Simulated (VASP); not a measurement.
**Al: single point with BLYP**

The system is Al.

```
Al
1.0
    -3.19079    2.77935    1.35696
     2.77935   -3.19079    1.35696
     2.45195    2.45195   -2.11052
Al
2
Direct
  0.98855 0.01145 0.00000
  0.76145 0.23855 0.50000
```

```json
{
  "Program": "VASP 6.6.1",
  "Task": "single point",
  "Functional": "BLYP",
  "Potentials or basis": "VASP PAW PBE potentials, release 64 (Al)",
  "Cutoff": "520 eV",
  "k mesh": "17 × 17 × 12",
  "Occupations": "fermi-dirac, width 0.1 eV",
  "Spin": "no spin polarisation",
  "Dipole correction": "no",
  "Further INCAR settings": "ALGO = Normal; EDIFF = 1e-06; NBANDS = 10"
}
```

```yaml
Pressure: 5.6 GPa
Largest_force: 0.056 eV/Å
Band_gap_on_the_k_mesh: zero (bands 3 and 4 overlap by 9.54 eV)
```

Forces on the atoms (eV/Å):
```
Al  -0.039  0.039  0.000
Al   0.039 -0.039  0.000
```

Stress tensor (GPa, compression positive):
```
 5.54 -0.24 -0.09
-0.24  5.54 -0.09
-0.09 -0.09  5.61
```

Levels at points of the mesh, in eV from the Fermi level:
```tsv
k point	band 1	band 2	band 3	band 4	band 5	band 6	band 7	band 8
(0.00, 0.00, 0.00)	-10.84	-3.18	-2.17	4.67	5.50	8.09	9.39	9.53
(0.00, 0.00, 0.50)	-6.66	-6.66	0.71	0.71	1.86	1.86	11.65	11.65
```

It took 6.9 min on 1 thread of AMD EPYC 7R13 Processor (Zen 3) (shared host), peak memory 0.35 GiB.

Caveat: the cell stands under pressure; the PAW data sets were made with another functional, which shifts forces and pressure a little.
